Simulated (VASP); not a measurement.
A run of VASP 6.6.1 is set up as follows.

INCAR

```
SYSTEM = SrO
ALGO     = Normal         ! electronic algorithm
EDIFF    = 1E-6           ! SCF threshold, eV
ENCUT    = 600            ! plane-wave cutoff, eV
GGA      = PE             ! functional
GGA_COMPAT= .False.      
ISIF     = 2              ! what is computed and relaxed
ISMEAR   = -1             ! smearing method
LASPH    = .True.         ! aspherical terms in the spheres
LCHARG   = .False.        ! write CHGCAR
LREAL    = .False.        ! projectors in reciprocal space
LWAVE    = .False.        ! write WAVECAR
NBANDS   = 15             ! bands
NELM     = 120            ! most SCF steps
PREC     = Accurate       ! precision mode
SIGMA    = 0.05           ! smearing width, eV
```

Contents of KPOINTS:

```
k-points
0
Gamma
  9 9 9
  0 0 0
```

POSCAR

```
SrO
1.0
    0.0000000000      2.5973788799      2.5973788799
    2.5973788799      0.0000000000      2.5973788799
    2.5973788799      2.5973788799      0.0000000000
Sr O
1 1
Direct
    0.5000000000      0.5000000000      0.5000000000
    0.0000000000      0.0000000000      0.0000000000
```

Potentials or basis: VASP PAW PBE potentials, release 64 (Sr_sv, O).

The run is started by

```bash
$ cat potpaw_PBE.64/Sr_sv/POTCAR potpaw_PBE.64/O/POTCAR > POTCAR
$ mpirun -np 1 vasp_std > vasp.out
```

(1) Predict the pressure.

(2) Predict the band gap on the k mesh.

Answers

(1) 0.4 GPa.

(2) 3.34 eV, indirect (least direct gap 3.45 eV).
